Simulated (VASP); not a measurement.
Runs of VASP 6.6.1 on TiAl. The structure is that of space group Pm-3m (No. 221), or close to it. The cells are those of the table. 

```tsv
level	cell	k mesh	smearing	gap on the mesh (eV)	pressure (GPa)
PBE	a = 3.310 Å, 2 atoms	14 × 14 × 14	gaussian 0.1 eV	none	(b)
PBEsol	a = 3.156 Å, 2 atoms	14 × 14 × 14	gaussian 0.1 eV	none	0.0
PBEsol	a = 3.156 Å, 2 atoms	22 × 22 × 22	gaussian 0.15 eV	none	0.1
PBEsol	a = 3.319 Å, 2 atoms	14 × 14 × 14	gaussian 0.1 eV	none	-13.1
PBEsol	a = 3.238, b = 3.142 Å, 2 atoms	12 × 12 × 12	gaussian 0.1 eV	none	-5.0
PBEsol	a = 3.301 Å, 2 atoms	14 × 14 × 14	gaussian 0.1 eV	none	(a)
PBEsol	a = 3.238 Å, 2 atoms	14 × 14 × 14	gaussian 0.1 eV	none	-7.8
PBEsol	a = 3.156 Å, 2 atoms	10 × 10 × 10	gaussian 0.15 eV	none	0.0
PBEsol	a = 3.156 Å, 2 atoms	20 × 20 × 20	gaussian 0.15 eV	none	0.0
```

Alike in all rows: task single point; potentials or basis VASP PAW PBE potentials, release 64 (Ti_sv, Al); no spin polarisation; cutoff (eV) 520.

Q: Fill in the values left out.

A: (a) -12.1; (b) -10.1.

Caveats: the PAW data sets were made with another functional, which shifts forces and pressure a little (some runs).

A gap of «none» marks levels without a gap at the run's occupations.
